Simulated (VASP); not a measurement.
# LiH in VASP: notebook

LiH is run at these levels: PBE, r2SCAN; tasks: single point.

Program: VASP 6.6.1. These are calculated values, not measurements. Logs are shortened: lines on timing, memory, paths and dates and some standing lists are left out, and cuts for length are marked.

### Step 1. The cell of the first run

It takes space group R-3m (No. 166, trigonal). The conventional cell has a = 2.935 Å, b = 2.935 Å, c = 6.926 Å, α = 90.00°, β = 90.00°, γ = 120.00°. Li (site symmetry -3m) has 6 H at 2.05 Å within 2.7 Å. H (site symmetry -3m) has 6 Li at 2.05 Å within 2.7 Å.

### Step 2. Single point, PBE (epitaxial 111 strain +3.6%)

INCAR reads:

```
PREC     = Accurate       # precision mode
ENCUT    = 520            # plane-wave cutoff, eV
EDIFF    = 1E-6           # SCF threshold, eV
ISMEAR   = -1             # smearing method
SIGMA    = 0.02           # smearing width, eV
LREAL    = F              # projectors in reciprocal space
LASPH    = T              # aspherical terms in the spheres
NELM     = 80             # most SCF steps
ALGO     = Normal         # electronic algorithm
ISIF     = 2              # what is computed and relaxed
LWAVE    = F              # write WAVECAR
LCHARG   = F              # write CHGCAR
GGA      = PE             # functional
NBANDS   = 9              # bands
```

KPOINTS reads:

```
Automatic mesh
0
Gamma
  10 10 10
```

POSCAR reads:

```
LiH
1.0
   -0.0507565516      2.0247467028      2.0247467028
    2.0247467028     -0.0507565516      2.0247467028
    2.0247467028      2.0247467028     -0.0507565516
Li H
1 1
Direct
    0.0000000000      0.0000000000      0.0000000000
    0.5000000000      0.5000000000      0.5000000000
```

Potentials or basis: VASP PAW PBE potentials, release 64 (Li_sv, H).

Run with:

```console
> cat potpaw_PBE.64/Li_sv/POTCAR potpaw_PBE.64/H/POTCAR > POTCAR
> mpirun -np 1 vasp_std > vasp.out
```

OUTCAR:

```text
PREC = Accurate
   ENCUT = 520
   EDIFF = 1E-6
   ISMEAR = -1
   LREAL = F
   LASPH = T
   NELM = 80
   ISIF = 2
   GGA = PE

 ion  position               nearest neighbor table
   1  0.000  0.000  0.000-
   2  0.500  0.500  0.500-

  LATTYP: Found a trigonal (rhomboedric) cell.
 ALAT       =     2.8638740630
 COS(alpha) =     0.4747827216

  Lattice vectors:

 A1 = (  -0.0507565516,   2.0247467028,   2.0247467028)
 A2 = (   2.0247467028,  -0.0507565516,   2.0247467028)
 A3 = (   2.0247467028,   2.0247467028,  -0.0507565516)

Analysis of symmetry for initial positions (statically):
=====================================================================
 Subroutine PRICEL returns:
 Original cell was already a primitive cell.

 Routine SETGRP: Setting up the symmetry group for a
 trigonal (rhombohedral) supercell.

 Subroutine GETGRP returns: Found 12 space group operations
 (whereof 12 operations were pure point group operations)
 out of a pool of 12 trial point group operations.

The static configuration has the point symmetry D_3d.

Analysis of symmetry for dynamics (positions and initial velocities):
=====================================================================
 Subroutine PRICEL returns:
 Original cell was already a primitive cell.

 Routine SETGRP: Setting up the symmetry group for a
 trigonal (rhombohedral) supercell.

 Subroutine GETGRP returns: Found 12 space group operations
 (whereof 12 operations were pure point group operations)
 out of a pool of 12 trial point group operations.

The dynamic configuration has the point symmetry D_3d.

 Subroutine INISYM returns: Found 12 space group operations
 (whereof 12 operations are pure point group operations),
 and found     1 'primitive' translations

----------------------------------------------------------------------------------------

                                     Primitive cell

  volume of cell :      17.2254

  direct lattice vectors                    reciprocal lattice vectors
    -0.050756552  2.024746703  2.024746703    -0.237847580  0.243963276  0.243963276
     2.024746703 -0.050756552  2.024746703     0.243963276 -0.237847580  0.243963276
     2.024746703  2.024746703 -0.050756552     0.243963276  0.243963276 -0.237847580

  length of vectors
     2.863874063  2.863874063  2.863874063     0.419055642  0.419055642  0.419055642

  position of ions in fractional coordinates (direct lattice)
     0.000000000  0.000000000  0.000000000
     0.500000000  0.500000000  0.500000000

  ion indices of the primitive-cell ions
   primitive index   ion index
                 1           1
                 2           2

----------------------------------------------------------------------------------------

 KPOINTS: Automatic mesh

Automatic generation of k-mesh.
 Grid dimensions read from file:
 generate k-points for:   10   10   10

 Generating k-lattice:

  Cartesian coordinates                     Fractional coordinates (reciprocal lattice)
    -0.023784758  0.024396328  0.024396328     0.100000000  0.000000000  0.000000000
     0.024396328 -0.023784758  0.024396328     0.000000000  0.100000000  0.000000000
     0.024396328  0.024396328 -0.023784758     0.000000000  0.000000000  0.100000000

  Length of vectors
     0.041905564  0.041905564  0.041905564

  Shift w.r.t. Gamma in fractional coordinates (k-lattice)
     0.000000000  0.000000000  0.000000000

 Subroutine IBZKPT returns following result:
 ===========================================

 Found    116 irreducible k-points:

 Following reciprocal coordinates:
            Coordinates               Weight
  0.000000  0.000000  0.000000      1.000000
  0.100000  0.000000  0.000000      6.000000
  0.200000  0.000000  0.000000      6.000000
  0.300000 -0.000000 -0.000000      6.000000
  0.400000  0.000000 -0.000000      6.000000
  0.500000  0.000000  0.000000      3.000000
[... 16 lines left out ...]
  0.300000  0.300000 -0.000000      6.000000
  0.400000  0.300000 -0.000000     12.000000
 [... further k-points ...]
   k-points           NKPTS =    116   k-points in BZ     NKDIM =    116   number of bands    NBANDS=      9
   number of dos      NEDOS =    301   number of ions     NIONS =      2
   total plane-waves  NPLWV =  13824
   dimension x,y,z NGX =    24 NGY =   24 NGZ =   24
   dimension x,y,z NGXF=    48 NGYF=   48 NGZF=   48
   ions per type =               1   1
   NGX,Y,Z   is equivalent  to a cutoff of  13.93, 13.93, 13.93 a.u.
   NGXF,Y,Z  is equivalent  to a cutoff of  27.86, 27.86, 27.86 a.u.
 SYSTEM =  unknown system
   PREC   = accura    normal or accurate (medium, high low for compatibility)
   ISTART =      0    job   : 0-new  1-cont  2-samecut
   ICHARG =      2    charge: 1-file 2-atom 10-const
   ISPIN  =      1    spin polarized calculation?
   LNONCOLLINEAR =      F non collinear calculations
   LSORBIT =      F    spin-orbit coupling
   LASPH  =      T    aspherical Exc in radial PAW
   ENCUT  =  520.0 eV  38.22 Ry    6.18 a.u.   5.32  5.32  5.32*2*pi/ulx,y,z
   NELM   =     80;   NELMIN=  2; NELMDL= -5     # of ELM steps
   EDIFF  = 0.1E-05   stopping-criterion for ELM
   LREAL  =      F    real-space projection
   EDIFFG = 0.1E-04   stopping-criterion for IOM
   NSW    =      0    number of steps for IOM
   IBRION =     -1    ionic relax: 0-MD 1-quasi-New 2-CG
   NFREE  =      0    steps in history (QN), initial steepest desc. (CG)
   ISIF   =      2    stress and relaxation
   ISYM   =      2    0-nonsym 1-usesym 2-fastsym
   POTIM  = 0.5000    time-step for ionic-motion
   TEBEG  =    0.0;   TEEND  =   0.0 temperature during run
   PSTRESS=    0.0 pullay stress
   NELECT =       4.0000    total number of electrons
   NUPDOWN=      -1.0000    fix difference up-down
   EMIN   =  10.00;   EMAX   =-10.00  energy-range for DOS
   EFERMI =   0.00;   METHOD = LEGACY
   ISMEAR =    -1;   SIGMA  =   0.02  broadening in eV -4-tet -1-fermi 0-gaus
   EFERMI_NEDOS =   21; number of points for ismear=-14 and -15
   IALGO  =     38    algorithm
   IMIX   =      4    mixing-type and parameters
     AMIX     =   0.40;   BMIX     =  1.00
     AMIX_MAG =   1.60;   BMIX_MAG =  1.00
  volume/ion in A,a.u.               =       8.61        58.12
  Fermi-wavevector in a.u.,A,eV,Ry     =   1.006248  1.901533 13.776370  1.012535
  Thomas-Fermi vector in A             =   2.138978
   LORBIT       =      0    0 simple, 1 ext, 2 COOP (PROOUT), +10 PAW based schemes
   GGA     = PE    functional components
   LHFCALC =     F    Hartree Fock is set to
   AEXX    =    0.0000 exact exchange contribution
   IVDW    =     0    specifies the selected vdW correction
   LEPSILON=     F    determine dielectric tensor
   LRPA    =     F    only Hartree local field effects (RPA)
 non-spin polarized calculation
  energy-cutoff  :      520.00
  volume of cell :       17.23
 maximum number of plane-waves:       483
 NGX is ok and might be reduce to    24
   NGX = 11   NGY = 11   NGZ = 11

 number of electron       4.0000002 magnetization

 Free energy of the ion-electron system (eV)
  ---------------------------------------------------
  ext. energy  EPLUGINS =         0.00000000
  ---------------------------------------------------
  free energy    TOTEN  =        -6.11446311 eV

  energy without entropy =       -6.11446311  energy(sigma->0) =       -6.11446311

 E-fermi :   0.2820     XC(G=0):  -8.2976

 val. band max:       -0.2070142870   @ k =   0.5000   0.5000   0.0000
 cond. band min:       2.8148213430   @ k =   0.5000   0.5000   0.0000
 fundamental gap:      3.0218356300
 Fermi energy:         0.2819852531

 k-point     1 :       0.0000    0.0000    0.0000
  band No.  band energies     occupation
      1     -44.5793      2.00000
      2      -5.3916      2.00000
      3      14.9986      0.00000
      4      16.6678      0.00000
      5      16.6678      0.00000
      6      17.5908      0.00000
      7      21.1769      0.00000
      8      21.1769      0.00000
      9      22.5228      0.00000

 k-point     2 :       0.1000    0.0000    0.0000
  band No.  band energies     occupation
      1     -44.5760      2.00000
      2      -5.2231      2.00000
      3      13.5573      0.00000
      4      15.8904      0.00000
      5      16.3481      0.00000
      6      17.1162      0.00000
      7      21.1762      0.00000
      8      21.9341      0.00000
      9      23.0599      0.00000

 k-point     3 :       0.2000    0.0000    0.0000
  band No.  band energies     occupation
      1     -44.5674      2.00000
      2      -4.7307      2.00000
      3      10.4986      0.00000
      4      14.7441      0.00000
      5      15.8349      0.00000
      6      16.5901      0.00000
      7      21.9113      0.00000
      8      22.1003      0.00000
      9      22.4234      0.00000

 k-point     4 :       0.3000   -0.0000   -0.0000
  band No.  band energies     occupation
      1     -44.5567      2.00000
      2      -3.9736      2.00000
      3       7.5517      0.00000
      4      13.8078      0.00000
      5      15.5523      0.00000
      6      16.2031      0.00000
      7      20.1482      0.00000
      8      20.5167      0.00000
      9      23.3403      0.00000

 k-point     5 :       0.4000    0.0000   -0.0000
  band No.  band energies     occupation
      1     -44.5481      2.00000
      2      -3.1443      2.00000
      3       5.3425      0.00000
      4      13.1962      0.00000
      5      15.5692      0.00000
      6      16.0771      0.00000
      7      18.6765      0.00000
      8      19.1898      0.00000
      9      25.0300      0.00000

 k-point     6 :       0.5000    0.0000    0.0000
  band No.  band energies     occupation
      1     -44.5447      2.00000
      2      -2.7299      2.00000
      3       4.4604      0.00000
      4      12.9845      0.00000
      5      15.6672      0.00000
      6      16.0869      0.00000
      7      18.0860      0.00000
      8      18.6877      0.00000
      9      26.0191      0.00000
[... 169 lines left out ...]
 k-point    21 :      -0.3000    0.2000    0.0000
  band No.  band energies     occupation
      1     -44.5450      2.00000
      2      -2.7864      2.00000
      3       6.3298      0.00000
      4       8.6637      0.00000
      5      14.8590      0.00000
      6      15.1818      0.00000
      7      21.6747      0.00000
      8      24.7876      0.00000
      9      25.1264      0.00000

 k-point    22 :      -0.2000    0.2000    0.0000
  band No.  band energies     occupation
      1     -44.5533      2.00000
      2      -3.6708      2.00000
      3       8.9214      0.00000
      4       8.9800      0.00000
      5      15.3856      0.00000
      6      16.4170      0.00000
      7      20.8876      0.00000
      8      23.4267      0.00000
      9      24.5946      0.00000

 k-point    23 :       0.3000    0.3000   -0.0000
  band No.  band energies     occupation
      1     -44.5483      2.00000
      2      -3.2340      2.00000
      3       8.0527      0.00000
      4      11.2547      0.00000
      5      12.0220      0.00000
      6      14.7638      0.00000
      7      16.4733      0.00000
      8      27.0279      0.00000
      9      29.5193      0.00000

 k-point    24 :       0.4000    0.3000   -0.0000
  band No.  band energies     occupation
      1     -44.5414      2.00000
      2      -2.3845      2.00000
      3       6.2464      0.00000
      4       9.7236      0.00000
      5      11.6160      0.00000
      6      15.5637      0.00000
      7      16.3280      0.00000
      8      27.9860      0.00000
      9      28.7217      0.00000

 [... further k-points ...]
[... 5 lines left out ...]
  --------------------------------------------------------------------------------------
  -------------------------------------------------------------------------------------
  Total       -0.2609019     -0.2609019     -0.2609019      0.1146108      0.1146108      0.1146108
  in kB      -24.2671131    -24.2671131    -24.2671131     10.6602296     10.6602296     10.6602296
  external PRESSURE =     -24.2671131 kB  Pullay stress =       0.0000000 kB

 VOLUME and BASIS-vectors are now :
 -----------------------------------------------------------------------------
  energy-cutoff  :      520.00
  volume of cell :       17.23
      direct lattice vectors                 reciprocal lattice vectors
    -0.050756552  2.024746703  2.024746703    -0.237847580  0.243963276  0.243963276
     2.024746703 -0.050756552  2.024746703     0.243963276 -0.237847580  0.243963276
     2.024746703  2.024746703 -0.050756552     0.243963276  0.243963276 -0.237847580

 POSITION                                       TOTAL-FORCE (eV/Angst)
 -----------------------------------------------------------------------------------
      0.00000      0.00000      0.00000        -0.000000      0.000000     -0.000000
      1.99937      1.99937      1.99937         0.000000     -0.000000      0.000000
 -----------------------------------------------------------------------------------
    total drift:                                0.000000     -0.000000     -0.000000

  FREE ENERGIE OF THE ION-ELECTRON SYSTEM (eV)
  ---------------------------------------------------
  free  energy   TOTEN  =        -6.1144631087 eV

  energy  without entropy=       -6.1144631087  energy(sigma->0) =       -6.11446311
```

Run time: 12 s. Hardware: 1 thread of Intel Xeon Platinum 8488C (Sapphire Rapids), shared host; peak memory 0.14 GiB.

What came out:

* Free energy: -6.1145 eV
* Band gap on the k mesh: 3.02 eV, direct

Caveat: the cell differs from its parent crystal (epitaxial 111 strain +3.6%); the cutoff is under 1.25 times the usual one of these potentials, so pressure, stress and relaxed cells hold a basis-set (Pulay) error. A k mesh can miss the band edges.

### Step 3. Single point, r2SCAN (uniaxial z strain +2.7%)

POSCAR reads:

```
LiH
1.0
    0.0000000000      2.0029948411      2.0562745039
    2.0029948411      0.0000000000      2.0562745039
    2.0029948411      2.0029948411      0.0000000000
Li H
1 1
Direct
    0.0000000000      0.0000000000      0.0000000000
    0.5000000000      0.5000000000      0.5000000000
```

INCAR.step1 reads:

```
SYSTEM = LiH
ALGO = Normal
EDIFF = 1E-4
ENCUT = 520
GGA = PE
ISMEAR = 0
LASPH = .TRUE.
LCHARG = .FALSE.
LREAL = .FALSE.
LWAVE = .TRUE.
NBANDS = 9
NELM = 100
PREC = Accurate
SIGMA = 0.01
```

INCAR.step2 reads:

```
SYSTEM = LiH
ALGO = Normal
EDIFF = 1E-6
ENCUT = 520
ISIF = 2
ISMEAR = 0
ISTART = 1
LASPH = .TRUE.
LCHARG = .FALSE.
LMIXTAU = .TRUE.
LREAL = .FALSE.
LWAVE = .FALSE.
METAGGA = R2SCAN
NBANDS = 9
NELM = 100
PREC = Accurate
SIGMA = 0.01
```

KPOINTS reads:

```
k-points
0
G
  10 10 10
  0 0 0
```

Potentials or basis: VASP PAW PBE potentials, release 64 (Li_sv, H).

Run with:

```console
> cat potpaw_PBE.64/Li_sv/POTCAR potpaw_PBE.64/H/POTCAR > POTCAR
> cp INCAR.step1 INCAR
> mpirun -np 1 vasp_std > vasp.out
> cp INCAR.step2 INCAR
> mpirun -np 1 vasp_std > vasp.out
```

OUTCAR:

```text
SYSTEM = LiH
   EDIFF = 1E-6
   ENCUT = 520
   ISIF = 2
   ISMEAR = 0
   ISTART = 1
   LASPH = .TRUE.
   LREAL = .FALSE.
   METAGGA = R2SCAN
   NELM = 100
   PREC = Accurate

 ion  position               nearest neighbor table
   1  0.000  0.000  0.000-
   2  0.500  0.500  0.500-

  LATTYP: Found a body centered tetragonal cell.
 ALAT       =     2.8326624696
 C/A-ratio  =     1.4518316432

  Lattice vectors:

 A1 = (  -2.0029948411,   0.0000000000,   2.0562745039)
 A2 = (   2.0029948411,   0.0000000000,   2.0562745039)
 A3 = (   0.0000000000,   2.0029948411,  -2.0562745039)
[... 465 lines left out ...]
      5      12.6061      0.00000
      6      17.2094      0.00000
      7      18.9019      0.00000
      8      30.3272      0.00000
      9      31.5262      0.00000

 [... further k-points ...]
[... 5 lines left out ...]
  --------------------------------------------------------------------------------------
  -------------------------------------------------------------------------------------
  Total       -0.0747827     -0.0747827     -0.2547065      0.0000000     -0.0000000     -0.0000000
  in kB       -7.2617410     -7.2617410    -24.7331710      0.0000000     -0.0000000     -0.0000000
  external PRESSURE =     -13.0855510 kB  Pullay stress =       0.0000000 kB

 VOLUME and BASIS-vectors are now :
 -----------------------------------------------------------------------------
  energy-cutoff  :      520.00
  volume of cell :       16.50
      direct lattice vectors                 reciprocal lattice vectors
     0.000000000  2.002994841  2.056274504    -0.249626205  0.249626205  0.243158197
     2.002994841  0.000000000  2.056274504     0.249626205 -0.249626205  0.243158197
     2.002994841  2.002994841  0.000000000     0.249626205  0.249626205 -0.243158197

 POSITION                                       TOTAL-FORCE (eV/Angst)
 -----------------------------------------------------------------------------------
      0.00000      0.00000      0.00000        -0.000000      0.000000     -0.000000
      2.00299      2.00299      2.05627         0.000000     -0.000000      0.000000
 -----------------------------------------------------------------------------------
    total drift:                                0.000000     -0.000000     -0.000000

  FREE ENERGIE OF THE ION-ELECTRON SYSTEM (eV)
  ---------------------------------------------------
  free  energy   TOTEN  =        -6.8145996900 eV

  energy  without entropy=       -6.8145996900  energy(sigma->0) =       -6.81459969
```

OSZICAR.step1:

```text
N       E                     dE             d eps       ncg     rms          rms(c)
DAV:   1    -0.161458058848E+01   -0.16146E+01   -0.14023E+03  1860   0.396E+02
DAV:   2    -0.630596110161E+01   -0.46914E+01   -0.46669E+01  2622   0.556E+01
DAV:   3    -0.636589806455E+01   -0.59937E-01   -0.59888E-01  2243   0.520E+00
DAV:   4    -0.636623550690E+01   -0.33744E-03   -0.33738E-03  2605   0.340E-01
DAV:   5    -0.636623681462E+01   -0.13077E-05   -0.13077E-05  2312   0.156E-02    0.286E+00
DAV:   6    -0.618332458949E+01    0.18291E+00   -0.15084E-01  2032   0.120E+00    0.143E+00
DAV:   7    -0.612264888615E+01    0.60676E-01   -0.19271E-01  2174   0.153E+00    0.220E-01
DAV:   8    -0.612450685651E+01   -0.18580E-02   -0.45785E-03  2180   0.435E-01    0.435E-02
DAV:   9    -0.612443589317E+01    0.70963E-04   -0.15940E-04  2268   0.479E-02
   1 F= -.61244359E+01 E0= -.61244359E+01  d E =-.213911E-78
```

It took 57 s on 1 thread of Intel Xeon Platinum 8488C (Sapphire Rapids), shared host; peak memory 0.14 GiB.

What came out:

- Free energy: -6.8146 eV
- Band gap on the k mesh: 3.29 eV, indirect (least direct gap 3.49 eV)

Caveat: the cell differs from its parent crystal (uniaxial z strain +2.7%); the cutoff is under 1.25 times the usual one of these potentials, so pressure, stress and relaxed cells hold a basis-set (Pulay) error; the PAW data sets were made with another functional, which shifts forces and pressure a little.
